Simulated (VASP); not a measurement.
Here is a VASP 6.6.1 calculation.

The input INCAR:

```
SYSTEM = CdS3
PREC = Accurate ; ENCUT = 500
EDIFF = 1E-6 ; ISMEAR = 0
SIGMA = 0.1 ; LREAL = .FALSE.
LASPH = .TRUE. ; NELM = 120
ALGO = Normal ; ISIF = 2
LWAVE = .FALSE. ; LCHARG = .FALSE.
GGA = PE ; NBANDS = 40
GGA_COMPAT = .FALSE.
```

File KPOINTS:

```
Automatic mesh
0
G
  3 3 4
  0 0 0
```

POSCAR

```
CdS3
1.0
    7.0505822900      0.0000000000      0.0000000000
   -3.5252911400      6.1059833700      0.0000000000
    0.0000000000      0.0000000000      3.9292090100
Cd S
2 6
Direct
    0.6666666700      0.3333333300      0.2500000000
    0.3333333300      0.6666666700      0.7500000000
    0.2971000100      0.3829000000      0.2500000000
    0.9142000100      0.2971000100      0.7500000000
    0.6171000000      0.9142000100      0.2500000000
    0.7028999900      0.6171000000      0.7500000000
    0.0857999900      0.7028999900      0.2500000000
    0.3829000000      0.0857999900      0.7500000000
```

Potentials or basis: VASP PAW PBE potentials, release 64 (Cd, S).

Launch:

```sh
$ cat potpaw_PBE.64/Cd/POTCAR potpaw_PBE.64/S/POTCAR > POTCAR
$ mpirun -np 1 vasp_std > vasp.out
```

Problem. Estimate the pressure.

Solution. 0.3 GPa.

Problem. Predict the largest force.

Solution. 0.889 eV/Å.

Stress tensor (GPa, compression positive):
```
 0.41  0.00  0.00
 0.00  0.41  0.00
 0.00  0.00 -0.03
```

Caveat: the k points lie up to 0.40 Å⁻¹ apart.
